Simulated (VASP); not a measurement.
Write the native input for VASP 6.6.1 that does the following.

- Task: single point
- Functional: PBE
- Potentials or basis: VASP PAW PBE potentials, release 64 (Ta_pv, Mo_sv)
- Cutoff: 520 eV
- k mesh: 6 × 6 × 4
- Occupations: gaussian, width 0.1 eV
- Spin: no spin polarisation
- Dipole correction: no
- Further INCAR settings: ALGO = Fast; EDIFF = 1e-06; NBANDS = 63

The structure of TaMo3 lies in POSCAR:

```
TaMo3
1.0
    5.5507031820      0.0000000000      0.0000000000
   -2.7753515910      4.8070499645      0.0000000000
    0.0000000000      0.0000000000      5.0280380749
Ta Mo
2 6
Direct
    0.6666666667      0.3333333333      0.2500000000
    0.3333333333      0.6666666667      0.7500000000
    0.3317966719      0.1658983360      0.7500000000
    0.8341016640      0.1658983360      0.7500000000
    0.8341016640      0.6682033281      0.7500000000
    0.6682033281      0.8341016640      0.2500000000
    0.1658983360      0.8341016640      0.2500000000
    0.1658983360      0.3317966719      0.2500000000
```

The cell was built from a structure type or drawn by symmetry, and may not be a known phase.

These files were run (other wordings do the same):

INCAR

```
SYSTEM = TaMo3
ALGO = Fast ; EDIFF = 1E-6
ENCUT = 520 ; GGA = PE
ISIF = 2 ; ISMEAR = 0
LASPH = .True. ; LCHARG = .False.
LREAL = .False. ; LWAVE = .False.
NBANDS = 63 ; NELM = 80
PREC = Accurate ; SIGMA = 0.1
```

KPOINTS

```
k-points
0
Gamma
  6 6 4
  0 0 0
```

Potentials or basis: VASP PAW PBE potentials, release 64 (Ta_pv, Mo_sv).

Command:

```bash
$ cat potpaw_PBE.64/Ta_pv/POTCAR potpaw_PBE.64/Mo_sv/POTCAR > POTCAR
$ mpirun -np 1 vasp_std > vasp.out
```

Results of the run:

| Quantity | Value |
| --- | --- |
| Pressure | 0.2 GPa |
| Largest force | 0.019 eV/Å |
| Band gap on the k mesh | zero (bands 53 and 54 overlap by 2.44 eV) |

Caveat: spin-orbit coupling is left out, which moves the levels of the heavy elements.

It took 2.7 min on 1 thread of Intel(R) Xeon(R) Platinum 8488C (Sapphire Rapids), with other jobs on the host, peak memory 0.32 GiB.
